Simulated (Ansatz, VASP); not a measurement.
# C: VASP beside Ansatz

Contents of POSCAR:

```
C
1.0
    0.0000000000      1.8369020000      1.7298980000
    1.8369020000      0.0000000000      1.7298980000
    1.8369020000      1.8369020000      0.0000000000
C
2
Direct
    0.5000000000      0.5000000000      0.5000000000
    0.7500000000      0.7500000000      0.7500000000
```

The input INCAR.step1:

```
SYSTEM = C
PREC = Accurate
ENCUT = 520
ISMEAR = 0
SIGMA = 0.05
LREAL = .FALSE.
LASPH = .TRUE.
NELM = 60
NBANDS = 11
GGA = PE
ALGO = Normal
EDIFF = 1E-4
LWAVE = .TRUE.
LCHARG = .FALSE.
```

INCAR.step2

```
SYSTEM = C
PREC = Accurate
ENCUT = 520
EDIFF = 1E-6
ISMEAR = 0
SIGMA = 0.05
LREAL = .FALSE.
LASPH = .TRUE.
NELM = 60
ALGO = Normal
ISIF = 2
LWAVE = .FALSE.
LCHARG = .FALSE.
METAGGA = R2SCAN
LMIXTAU = .TRUE.
NBANDS = 11
ISTART = 1
```

File KPOINTS:

```
Automatic mesh
0
G
  12 12 12
  0 0 0
```

Input for Ansatz:

```yaml
crystal:
  lattice:
    - [0.0, 1.836902, 1.729898]
    - [1.836902, 0.0, 1.729898]
    - [1.836902, 1.836902, 0.0]
  atoms:
    - { symbol: C, position: [0.5, 0.5, 0.5] }
    - { symbol: C, position: [0.75, 0.75, 0.75] }
basis:
  ecutwfc: 500
kpoints:
  mp_grid: { grid: [12, 12, 12] }
hamiltonian:
  xc: r2scan
scf:
  occupations: { method: gaussian, width: 0.05 }
output:
  forces: true
  stress: true
  eigenvalues: true
```

Change from the starting cell: strain +0.030 along x and y, -0.030 along z, atoms carried along.

Alike in both runs: task single point; functional r2SCAN; k mesh 12 × 12 × 12; occupations gaussian, width 0.05 eV; no spin polarisation.

```csv
,VASP,Ansatz
version,VASP 6.6.1,Ansatz 0.2.0
potentials or method,"VASP PAW PBE potentials, release 64 (C), cutoff 520 eV","scalar-relativistic, plane waves, PAW"
valence electrons in the cell,8,8
```

Ansatz gave:

```
gap on the k mesh at the Fermi level (eV)                     : 2.78
least direct gap on the mesh (eV)                             : 4.73
pressure (GPa)                                                : -14.3
traceless stress, the component that is largest in VASP (GPa) : 35.78
```

**Question.** What did VASP give for the same quantities?

**Answer.** gap on the k mesh at the Fermi level (eV): 2.75; least direct gap on the mesh (eV): 4.69; pressure (GPa): -13.3; traceless stress, the component that is largest in VASP (GPa): 35.72.

VASP's potentials were made for PBE, not for r2SCAN. With one functional, cell and mesh, what is left measures potentials, basis and numerics.
